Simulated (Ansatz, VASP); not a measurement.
# Mg in VASP and in Ansatz

File INCAR:

```
SYSTEM = Mg
PREC = Accurate
ENCUT = 520
EDIFF = 1E-6
ISMEAR = 0
SIGMA = 0.15
LREAL = .FALSE.
LASPH = .TRUE.
NELM = 80
ALGO = Fast
ISIF = 2
LWAVE = .FALSE.
LCHARG = .TRUE.
GGA = PE
LELF = .TRUE.
LVHAR = .TRUE.
NBANDS = 9
```

File KPOINTS:

```
regular mesh
0
G
  18 18 10
  0 0 0
```

Contents of POSCAR:

```
Mg
1.0
    2.9405281840      0.0000000000      0.0000000000
   -1.4702640920      2.5465721079      0.0000000000
    0.0000000000      0.0000000000      6.2062242710
Mg
2
Direct
    0.3333333333      0.6666666667      0.2500000000
    0.6666666667      0.3333333333      0.7500000000
```

Input for Ansatz:

```yaml
crystal:
  lattice:
    - [2.940528184, 0.0, 0.0]
    - [-1.470264092, 2.5465721079, 0.0]
    - [0.0, 0.0, 6.206224271]
  atoms:
    - { symbol: Mg, position: [0.3333333333, 0.6666666667, 0.25] }
    - { symbol: Mg, position: [0.6666666667, 0.3333333333, 0.75] }
basis:
  ecutwfc: 420
kpoints:
  mp_grid: { grid: [18, 18, 10] }
hamiltonian:
  xc: pbe
scf:
  occupations: { method: gaussian, width: 0.15 }
output:
  forces: true
  stress: true
  eigenvalues: true
  write_density: true
  write_potential: true
  elf: true
  volumetric_format: npy
```

Alike in both runs: task single point; functional PBE; k mesh 18 × 18 × 10; occupations gaussian, width 0.15 eV; no spin polarisation.

|  | VASP | Ansatz |
| --- | --- | --- |
| version | VASP 6.6.1 | Ansatz 0.2.0 |
| potentials or method | VASP PAW PBE potentials, release 64 (Mg), cutoff 520 eV | scalar-relativistic, plane waves, PAW |
| valence electrons in the cell | 4 | 20 |

|  | VASP | Ansatz | Ansatz less VASP |
| --- | --- | --- | --- |
| gap on the k mesh at the Fermi level (eV) | none | none | - |
| pressure (GPa) | 2.8 | 2.9 | +0.08 |
| traceless stress, the component that is largest in VASP (GPa) | -8.56 | -8.56 | +0.007 |

A gap of «none» marks a metal or a gap that the smearing closes. VASP's potentials hold 4 valence electrons a cell and Ansatz's 20, so a difference there can come from the potentials and not from the codes.
